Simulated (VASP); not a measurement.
A run of VASP 6.6.1:

INCAR

```
PREC     = Accurate       # precision mode
ENCUT    = 600            # plane-wave cutoff, eV
EDIFF    = 1E-6           # SCF threshold, eV
ISMEAR   = -1             # smearing method
SIGMA    = 0.05           # smearing width, eV
LREAL    = F              # projectors in reciprocal space
LASPH    = T              # aspherical terms in the spheres
NELM     = 100            # most SCF steps
ALGO     = Normal         # electronic algorithm
ISIF     = 4              # what is computed and relaxed
LWAVE    = F              # write WAVECAR
LCHARG   = F              # write CHGCAR
GGA      = PE             # functional
IBRION   = 2              # ionic algorithm
NSW      = 50             # ionic steps
EDIFFG   = -0.005         # ionic threshold
```

KPOINTS

```
Automatic mesh
0
Gamma
  13 13 7
```

The input POSCAR:

```
AlN
1.0
    2.8055065476      0.0000000000      0.0000000000
   -1.4027532738      2.4296399407      0.0000000000
    0.0000000000      0.0000000000      4.4976335882
Al N
2 2
Direct
    0.3333333333      0.6666666667     -0.0027598285
    0.6666666667      0.3333333333      0.4972401715
    0.3333333333      0.6666666667      0.3787598285
    0.6666666667      0.3333333333      0.8787598285
```

Potentials or basis: VASP PAW PBE potentials, release 64 (Al, N).

The run is started by

```console
$ cat potpaw_PBE.64/Al/POTCAR potpaw_PBE.64/N/POTCAR > POTCAR
$ mpirun -np 1 vasp_std > vasp.out
```

Hardware: 1 thread of Intel Xeon 8259CL, with other jobs on the host.

Estimate the wall time of this run.

It took 15 min on 1 thread of Intel Xeon 8259CL (shared host), peak memory 0.18 GiB. Counts: scf iterations 191, k points 84, ion steps 31.
